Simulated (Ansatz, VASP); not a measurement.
**One calculation of AlP, two programs**

INCAR

```
SYSTEM = AlP
  PREC = Accurate
  ENCUT = 500
  EDIFF = 1E-6
  ISMEAR = 0
  SIGMA = 0.1
  LREAL = .FALSE.
  LASPH = .TRUE.
  NELM = 120
  ALGO = Normal
  ISIF = 2
  LWAVE = .FALSE.
  LCHARG = .TRUE.
  LELF = .TRUE.
  LVHAR = .TRUE.
  NBANDS = 11
  GGA_COMPAT = .FALSE.
```

KPOINTS

```
Automatic mesh
0
G
  6 6 6
  0 0 0
```

The input POSCAR:

```
AlP
1.0
    0.0000000000      2.7364837100      2.7364837100
    2.7364837100      0.0000000000      2.7364837100
    2.7364837100      2.7364837100      0.0000000000
Al P
1 1
Direct
    0.0000000000      0.0000000000      0.0000000000
    0.2500000000      0.2500000000      0.2500000000
```

Input for Ansatz:

```yaml
crystal:
  lattice:
    - [0.0, 2.73648371, 2.73648371]
    - [2.73648371, 0.0, 2.73648371]
    - [2.73648371, 2.73648371, 0.0]
  atoms:
    - { symbol: Al, position: [0.0, 0.0, 0.0] }
    - { symbol: P, position: [0.25, 0.25, 0.25] }
basis:
  ecutwfc: 420
kpoints:
  mp_grid: { grid: [6, 6, 6] }
hamiltonian:
  xc: lda
  pseudopotentials: { kind: paw, azcp: { folder: soft_1 } }
scf:
  occupations: { method: gaussian, width: 0.1 }
output:
  forces: true
  stress: true
  eigenvalues: true
```

Alike in both runs: task single point; functional LDA; k mesh 6 × 6 × 6; occupations gaussian, width 0.1 eV; no spin polarisation.

|  | VASP | Ansatz |
| --- | --- | --- |
| version | VASP 6.6.1 | Ansatz 0.2.0 |
| potentials or method | VASP PAW LDA potentials, release 64 (Al, P), cutoff 500 eV | scalar-relativistic, plane waves, PAW |
| valence electrons in the cell | 8 | 8 |

VASP gave:

* gap on the k mesh at the Fermi level (eV): 1.45
* least direct gap on the mesh (eV): 3.06
* pressure (GPa): -1.8

Q: Which values does Ansatz return?

A: gap on the k mesh at the Fermi level (eV): 1.46; least direct gap on the mesh (eV): 3.04; pressure (GPa): -1.8.

Ansatz warns that its potentials were made for another functional, while VASP's fit it. LDA's correlation is that of Perdew and Zunger in VASP and of Perdew and Wang (1992) in Ansatz.
